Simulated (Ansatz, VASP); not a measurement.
**One calculation of Li2Pt, two programs**

```
Li Pt
1.0
     4.18600   -0.04186   -0.04186
    -2.12925    3.64611   -0.01532
    -0.02661   -0.02661    2.66100
Li Pt
2 1
Cartesian
  -0.0375 2.4035 1.3063
  2.0676 1.1742 1.2975
  0.0000 0.0000 0.0000
```

Change from the starting cell: equal xy, yz and zx shear strains of -2 %, crystal datasets.

Alike in both runs: task electric field gradients; functional LDA; k mesh 9 × 9 × 12; occupations fermi-dirac, width 0.03 eV; no spin polarisation.

|  | VASP | Ansatz |
| --- | --- | --- |
| version | VASP 6.6.1 | Ansatz 0.2.0 |
| potentials or method | VASP PAW LDA potentials, release 64 (Li_sv, Pt), cutoff 520 eV | all-electron PAW with datasets made for the crystal, scalar-relativistic |

```csv
,VASP,Ansatz,Ansatz less VASP
rms of the force components (eV/Å),0.020,0.020,0.0000
size of Vzz on the site where it differs most (V/Å²),308.4,238.1,-70.23
```

LDA's correlation is that of Perdew and Zunger in VASP and of Perdew and Wang (1992) in Ansatz. Atom by atom the forces differ by 0.000 eV/Å (rms over components). Ansatz ran all-electron here, and VASP with PAW potentials.

Neither program's run includes spin-orbit coupling. Noted on VASP's run: the cutoff is under 1.25 times that of the potentials, so the pressure is a little rough.
